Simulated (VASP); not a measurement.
A run of VASP 6.6.1 is set up as follows.

The input INCAR:

```
SYSTEM = Li2S
ALGO     = Normal         ! electronic algorithm
EDIFF    = 1E-6           ! SCF threshold, eV
ENCUT    = 750            ! plane-wave cutoff, eV
GGA      = PE             ! functional
GGA_COMPAT= .False.      
ISIF     = 2              ! what is computed and relaxed
ISMEAR   = 1              ! smearing method
LASPH    = .True.         ! aspherical terms in the spheres
LCHARG   = .False.        ! write CHGCAR
LREAL    = .False.        ! projectors in reciprocal space
LWAVE    = .False.        ! write WAVECAR
NBANDS   = 13             ! bands
NELM     = 120            ! most SCF steps
PREC     = Accurate       ! precision mode
SIGMA    = 0.5            ! smearing width, eV
```

The input KPOINTS:

```
k-points
0
Gamma
  6 6 6
  0 0 0
```

File POSCAR:

```
Li2S
1.0
    0.0000000000      2.8452942165      2.8452942165
    2.8452942165      0.0000000000      2.8452942165
    2.8452942165      2.8452942165      0.0000000000
S Li
1 2
Direct
    0.0000000000      0.0000000000      0.0000000000
    0.2500000000      0.2500000000      0.2500000000
    0.7500000000      0.7500000000      0.7500000000
```

Potentials or basis: VASP PAW PBE potentials, release 64 (S, Li_sv).

Command:

```bash
$ cat potpaw_PBE.64/S/POTCAR potpaw_PBE.64/Li_sv/POTCAR > POTCAR
$ mpirun -np 1 vasp_std > vasp.out
```

Problem. What does it give for the pressure?

Solution. 0.1 GPa.

Problem. What does it give for the band gap on the k mesh?

Solution. 3.39 eV, indirect (least direct gap 4.29 eV).

A k mesh can miss the band edges. Expect the measured gap to be larger: semilocal functionals such as PBE lack the derivative discontinuity.
